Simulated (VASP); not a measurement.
# Rb2O3 (I-43d) in VASP: a series of runs

The runs below take Rb2O3 through single point, with LDA.

Program: VASP 6.6.1. These are calculated values, not measurements. Logs are shortened: lines on timing, memory, paths and dates and some standing lists are left out, and cuts for length are marked.

### 1 The cell of the first run

Symmetry: I-43d, No. 220, cubic system. Conventional cell: a = 8.912 Å, b = 8.912 Å, c = 8.912 Å, α = 90.00°, β = 90.00°, γ = 90.00°. Rb (site symmetry 3) has 9 O at 2.74 to 3.05 Å and 3 Rb at 3.63 Å within 3.7 Å. O (site symmetry 2) has 1 O at 1.36 Å within 1.8 Å.

### 2 Single point, LDA

File INCAR:

```
PREC     = Accurate       # precision mode
ENCUT    = 520            # plane-wave cutoff, eV
EDIFF    = 1E-6           # SCF threshold, eV
ISMEAR   = 0              # smearing method
SIGMA    = 0.1            # smearing width, eV
LREAL    = Auto         
LASPH    = T              # aspherical terms in the spheres
NELM     = 100            # most SCF steps
ALGO     = Normal         # electronic algorithm
ISIF     = 2              # what is computed and relaxed
LWAVE    = F              # write WAVECAR
LCHARG   = F              # write CHGCAR
NBANDS   = 88             # bands
```

File KPOINTS:

```
Automatic mesh
0
Gamma
  4 4 4
```

File POSCAR:

```
Rb2O3
1.0
   -4.4558386396      4.4558386396      4.4558386396
    4.4558386396     -4.4558386396      4.4558386396
    4.4558386396      4.4558386396     -4.4558386396
Rb O
8 12
Direct
    0.8934358933      0.8934358933      0.8934358933
    0.1065641067      0.5000000000      0.0000000000
    0.5000000000      0.0000000000      0.6065641067
    0.0000000000      0.1065641067      0.5000000000
    0.6065641067      0.5000000000      0.0000000000
    0.3934358933      0.3934358933      0.3934358933
    0.0000000000      0.6065641067      0.5000000000
    0.5000000000      0.0000000000      0.1065641067
    0.2500000000      0.2015064795      0.9515064795
    0.7984935205      0.2500000000      0.0484935205
    0.7500000000      0.2984935205      0.5484935205
    0.7015064795      0.7500000000      0.4515064795
    0.9515064795      0.2500000000      0.2015064795
    0.0484935205      0.7984935205      0.2500000000
    0.5484935205      0.7500000000      0.2984935205
    0.4515064795      0.7015064795      0.7500000000
    0.7500000000      0.4515064795      0.7015064795
    0.2015064795      0.9515064795      0.2500000000
    0.2500000000      0.0484935205      0.7984935205
    0.2984935205      0.5484935205      0.7500000000
```

Potentials or basis: VASP PAW LDA potentials, release 64 (Rb_sv, O).

Command:

```
cat potpaw_LDA.64/Rb_sv/POTCAR potpaw_LDA.64/O/POTCAR > POTCAR
mpirun -np 1 vasp_std > vasp.out
```

OUTCAR:

```text
PREC = Accurate
   ENCUT = 520
   EDIFF = 1E-6
   ISMEAR = 0
   LREAL = Auto
   LASPH = T
   NELM = 100
   ISIF = 2

 ion  position               nearest neighbor table
   1  0.893  0.893  0.893-  18 2.74  13 2.74   9 2.74  17 2.84  12 2.84  16 2.84  10 3.05  14 3.05
                            19 3.05   3 3.63   5 3.63   7 3.63   6 3.86   6 3.86   2 4.09   8 4.09
   2  0.107  0.500  0.000-  14 2.74  17 2.74  10 2.74  15 2.84   9 2.84  20 2.84  18 3.05  11 3.05
                            13 3.05   8 3.63   6 3.63   4 3.63   5 3.86   5 3.86   3 4.09   1 4.09
   3  0.500  0.000  0.607-  11 2.74  15 2.74  18 2.74  16 2.84  10 2.84  19 2.84  12 3.05  14 3.05
                            17 3.05   5 3.63   1 3.63   7 3.63   8 3.86   8 3.86   4 4.09   2 4.09
   4  0.000  0.107  0.500-  14 2.74  19 2.74  12 2.74  11 2.84  13 2.84  20 2.84   9 3.05  15 3.05
                            18 3.05   6 3.63   2 3.63   8 3.63   7 3.86   7 3.86   5 4.09   1 4.09
   5  0.607  0.500  0.000-  15 2.74  20 2.74   9 2.74  10 2.84  17 2.84  14 2.84  19 3.05  12 3.05
                            16 3.05   7 3.63   1 3.63   3 3.63   2 3.86   2 3.86   8 4.09   6 4.09
   6  0.393  0.393  0.393-  16 2.74  12 2.74  17 2.74  13 2.84   9 2.84  18 2.84  11 3.05  15 3.05
                            20 3.05   2 3.63   4 3.63   8 3.63   1 3.86   1 3.86   7 4.09   7 4.09
   7  0.000  0.607  0.500-  13 2.74  20 2.74  11 2.74  14 2.84  19 2.84  12 2.84  16 3.05  10 3.05
                            17 3.05   3 3.63   1 3.63   5 3.63   4 3.86   4 3.86   6 4.09   2 4.09
   8  0.500  0.000  0.107-  10 2.74  16 2.74  19 2.74  11 2.84  18 2.84  15 2.84   9 3.05  20 3.05
                            13 3.05   6 3.63   4 3.63   2 3.63   3 3.86   3 3.86   7 4.09   1 4.09
   9  0.250  0.202  0.952-  19 1.36   5 2.74   1 2.74   6 2.84   2 2.84   8 3.05   4 3.05
  10  0.798  0.250  0.048-  13 1.36   8 2.74   2 2.74   3 2.84   5 2.84   1 3.05   7 3.05
  11  0.750  0.298  0.548-  17 1.36   3 2.74   7 2.74   8 2.84   4 2.84   6 3.05   2 3.05
  12  0.702  0.750  0.452-  15 1.36   4 2.74   6 2.74   7 2.84   1 2.84   5 3.05   3 3.05
  13  0.952  0.250  0.202-  10 1.36   7 2.74   1 2.74   6 2.84   4 2.84   8 3.05   2 3.05
  14  0.048  0.798  0.250-  18 1.36   4 2.74   2 2.74   7 2.84   5 2.84   3 3.05   1 3.05
  15  0.548  0.750  0.298-  12 1.36   5 2.74   3 2.74   8 2.84   2 2.84   4 3.05   6 3.05
  16  0.452  0.702  0.750-  20 1.36   8 2.74   6 2.74   3 2.84   1 2.84   7 3.05   5 3.05
  17  0.750  0.452  0.702-  11 1.36   2 2.74   6 2.74   1 2.84   5 2.84   7 3.05   3 3.05
  18  0.202  0.952  0.250-  14 1.36   3 2.74   1 2.74   8 2.84   6 2.84   2 3.05   4 3.05
  19  0.250  0.048  0.798-   9 1.36   8 2.74   4 2.74   3 2.84   7 2.84   5 3.05   1 3.05
  20  0.298  0.548  0.750-  16 1.36   7 2.74   5 2.74   4 2.84   2 2.84   8 3.05   6 3.05

  LATTYP: Found a body centered cubic cell.
 ALAT       =     8.9116772792

  Lattice vectors:

 A1 = (  -4.4558386396,   4.4558386396,   4.4558386396)
 A2 = (   4.4558386396,  -4.4558386396,   4.4558386396)
 A3 = (   4.4558386396,   4.4558386396,  -4.4558386396)

Analysis of symmetry for initial positions (statically):
=====================================================================
 Subroutine PRICEL returns:
 Original cell was already a primitive cell.

 Routine SETGRP: Setting up the symmetry group for a
 body centered cubic supercell.

 Subroutine GETGRP returns: Found 24 space group operations
 (whereof  3 operations were pure point group operations)
 out of a pool of 48 trial point group operations.

The static configuration has the point symmetry C_3 .
 The point group associated with its full space group is T_d .

Analysis of symmetry for dynamics (positions and initial velocities):
=====================================================================
 Subroutine PRICEL returns:
 Original cell was already a primitive cell.

 Routine SETGRP: Setting up the symmetry group for a
 body centered cubic supercell.

 Subroutine GETGRP returns: Found 24 space group operations
 (whereof  3 operations were pure point group operations)
 out of a pool of 48 trial point group operations.

The dynamic configuration has the point symmetry C_3 .
 The point group associated with its full space group is T_d .

 Subroutine INISYM returns: Found 24 space group operations
 (whereof  3 operations are pure point group operations),
 and found     1 'primitive' translations

----------------------------------------------------------------------------------------

                                     Primitive cell

  volume of cell :     353.8738

  direct lattice vectors                    reciprocal lattice vectors
    -4.455838640  4.455838640  4.455838640     0.000000000  0.112212322  0.112212322
     4.455838640 -4.455838640  4.455838640     0.112212322  0.000000000  0.112212322
[... 63 lines left out ...]
     0.028053080  0.028053080  0.000000000     0.000000000  0.000000000  0.250000000

  Length of vectors
     0.039673047  0.039673047  0.039673047

  Shift w.r.t. Gamma in fractional coordinates (k-lattice)
     0.000000000  0.000000000  0.000000000

 Subroutine IBZKPT returns following result:
 ===========================================

 Found      8 irreducible k-points:

 Following reciprocal coordinates:
            Coordinates               Weight
  0.000000  0.000000  0.000000      1.000000
  0.250000  0.000000  0.000000     12.000000
  0.500000  0.000000  0.000000      6.000000
  0.250000  0.250000  0.000000     24.000000
  0.250000  0.250000  0.250000      2.000000
 -0.250000  0.250000  0.250000      6.000000
  0.500000  0.500000  0.250000     12.000000
  0.500000  0.500000  0.500000      1.000000
   k-points           NKPTS =      8   k-points in BZ     NKDIM =      8   number of bands    NBANDS=     88
   number of dos      NEDOS =    301   number of ions     NIONS =     20
   total plane-waves  NPLWV = 216000
   dimension x,y,z NGX =    60 NGY =   60 NGZ =   60
   dimension x,y,z NGXF=   120 NGYF=  120 NGZF=  120
   ions per type =               8  12
   NGX,Y,Z   is equivalent  to a cutoff of  12.92, 12.92, 12.92 a.u.
   NGXF,Y,Z  is equivalent  to a cutoff of  25.85, 25.85, 25.85 a.u.
 SYSTEM =  unknown system
   PREC   = accura    normal or accurate (medium, high low for compatibility)
   ISTART =      0    job   : 0-new  1-cont  2-samecut
   ICHARG =      2    charge: 1-file 2-atom 10-const
   ISPIN  =      1    spin polarized calculation?
   LNONCOLLINEAR =      F non collinear calculations
   LSORBIT =      F    spin-orbit coupling
   LASPH  =      T    aspherical Exc in radial PAW
   ENCUT  =  520.0 eV  38.22 Ry    6.18 a.u.  14.35 14.35 14.35*2*pi/ulx,y,z
   NELM   =    100;   NELMIN=  2; NELMDL= -5     # of ELM steps
   EDIFF  = 0.1E-05   stopping-criterion for ELM
   LREAL  =      T    real-space projection
   EDIFFG = 0.1E-04   stopping-criterion for IOM
   NSW    =      0    number of steps for IOM
   IBRION =     -1    ionic relax: 0-MD 1-quasi-New 2-CG
   NFREE  =      0    steps in history (QN), initial steepest desc. (CG)
   ISIF   =      2    stress and relaxation
   ISYM   =      2    0-nonsym 1-usesym 2-fastsym
   POTIM  = 0.5000    time-step for ionic-motion
   TEBEG  =    0.0;   TEEND  =   0.0 temperature during run
   PSTRESS=    0.0 pullay stress
   NELECT =     144.0000    total number of electrons
   NUPDOWN=      -1.0000    fix difference up-down
   EMIN   =  10.00;   EMAX   =-10.00  energy-range for DOS
   EFERMI =   0.00;   METHOD = LEGACY
   ISMEAR =     0;   SIGMA  =   0.10  broadening in eV -4-tet -1-fermi 0-gaus
   EFERMI_NEDOS =   21; number of points for ismear=-14 and -15
   IALGO  =     38    algorithm
   IMIX   =      4    mixing-type and parameters
     AMIX     =   0.40;   BMIX     =  1.00
     AMIX_MAG =   1.60;   BMIX_MAG =  1.00
  volume/ion in A,a.u.               =      17.69       119.40
  Fermi-wavevector in a.u.,A,eV,Ry     =   1.213145  2.292512 20.023992  1.471722
  Thomas-Fermi vector in A             =   2.348607
   LORBIT       =      0    0 simple, 1 ext, 2 COOP (PROOUT), +10 PAW based schemes
   GGA     = CA    functional components
   LHFCALC =     F    Hartree Fock is set to
   AEXX    =    0.0000 exact exchange contribution
   IVDW    =     0    specifies the selected vdW correction
   LEPSILON=     F    determine dielectric tensor
   LRPA    =     F    only Hartree local field effects (RPA)
 non-spin polarized calculation
 Gauss-broadening in eV      SIGMA  =   0.10
  energy-cutoff  :      520.00
  volume of cell :      353.87
 maximum number of plane-waves:      9597
 NGX is ok and might be reduce to    60
   NGX = 29   NGY = 29   NGZ = 29

 number of electron     143.9999951 magnetization

 Free energy of the ion-electron system (eV)
  ---------------------------------------------------
  ext. energy  EPLUGINS =         0.00000000
  ---------------------------------------------------
  free energy    TOTEN  =       -95.77214448 eV

  energy without entropy =      -95.51331514  energy(sigma->0) =      -95.64272981

 E-fermi :   0.9666     XC(G=0):  -9.7134

 val. band max:        0.9630638845   @ k =   0.2500   0.0000   0.0000
 cond. band min:       0.9890623279   @ k =   0.2500   0.0000   0.0000
 fundamental gap:      0.0259984433
 Fermi energy:         0.9665642442

 k-point     1 :       0.0000    0.0000    0.0000
  band No.  band energies     occupation
      1     -24.8120      2.00000
      2     -24.6075      2.00000
      3     -24.5982      2.00000
      4     -24.5982      2.00000
      5     -24.5982      2.00000
      6     -24.5783      2.00000
[... 685 lines left out ...]
     83       6.7610      0.00000
     84       6.7610      0.00000
 [bands above 84 left out]

------------------------ aborting loop because EDIFF is reached ----------------------------------------

  FORCE on cell =-STRESS in cart. coord.  units (eV):
  Direction    XX          YY          ZZ          XY          YZ          ZX
  --------------------------------------------------------------------------------------
  -------------------------------------------------------------------------------------
  Total        0.7027441      0.7027441      0.7027441     -0.0000000      0.0000000      0.0000000
  in kB        3.1817014      3.1817014      3.1817014     -0.0000000      0.0000000      0.0000000
  external PRESSURE =       3.1817014 kB  Pullay stress =       0.0000000 kB

 VOLUME and BASIS-vectors are now :
 -----------------------------------------------------------------------------
  energy-cutoff  :      520.00
  volume of cell :      353.87
      direct lattice vectors                 reciprocal lattice vectors
    -4.455838640  4.455838640  4.455838640     0.000000000  0.112212322  0.112212322
     4.455838640 -4.455838640  4.455838640     0.112212322  0.000000000  0.112212322
     4.455838640  4.455838640 -4.455838640     0.112212322  0.112212322  0.000000000

 POSITION                                       TOTAL-FORCE (eV/Angst)
 -----------------------------------------------------------------------------------
      3.98101      3.98101      3.98101        -0.006747     -0.006747     -0.006747
      1.75309     -1.75309      2.70275        -0.006747      0.006747      0.006747
      0.47483      4.93067     -0.47483         0.006747      0.006747     -0.006747
      2.70275      1.75309     -1.75309         0.006747     -0.006747      0.006747
     -0.47483      0.47483      4.93067        -0.006747      0.006747      0.006747
      1.75309      1.75309      1.75309        -0.006747     -0.006747     -0.006747
[... 12 lines left out ...]
      2.66008      4.45584     -2.22792        -0.553625      0.000000      0.000000
      4.45584      2.22792      0.43216        -0.000000      0.000000     -0.553625
 -----------------------------------------------------------------------------------
    total drift:                               -0.000000     -0.000000     -0.000000

  FREE ENERGIE OF THE ION-ELECTRON SYSTEM (eV)
  ---------------------------------------------------
  free  energy   TOTEN  =       -95.7721444841 eV

  energy  without entropy=      -95.5133151380  energy(sigma->0) =      -95.64272981
```

Wall time 5.1 min (1 thread of Intel Xeon 6975P-C (Granite Rapids), shared host); peak memory 0.44 GiB.

Results:

```yaml
Free_energy: -95.7721 eV
Pressure: 0.3 GPa
Largest_force: 0.554 eV/Å
Band_gap_on_the_k_mesh: zero (bands 72 and 73 overlap by 0.08 eV)
```

Forces on the atoms (eV/Å):
```
Rb  -0.007 -0.007 -0.007
Rb  -0.007  0.007  0.007
Rb   0.007  0.007 -0.007
Rb   0.007 -0.007  0.007
Rb  -0.007  0.007  0.007
Rb  -0.007 -0.007 -0.007
Rb   0.007 -0.007  0.007
Rb   0.007  0.007 -0.007
O    0.554  0.000  0.000
O    0.000 -0.554  0.000
O   -0.554  0.000  0.000
O    0.000  0.554  0.000
O    0.000  0.554  0.000
O    0.000  0.000 -0.554
O    0.000 -0.554  0.000
O    0.000  0.000  0.554
O    0.554  0.000  0.000
O    0.000  0.000  0.554
O   -0.554  0.000  0.000
O    0.000  0.000 -0.554
```

[end of part 1 of 2]

The gap in the log of VASP goes by the Fermi energy; the results here count the filled bands.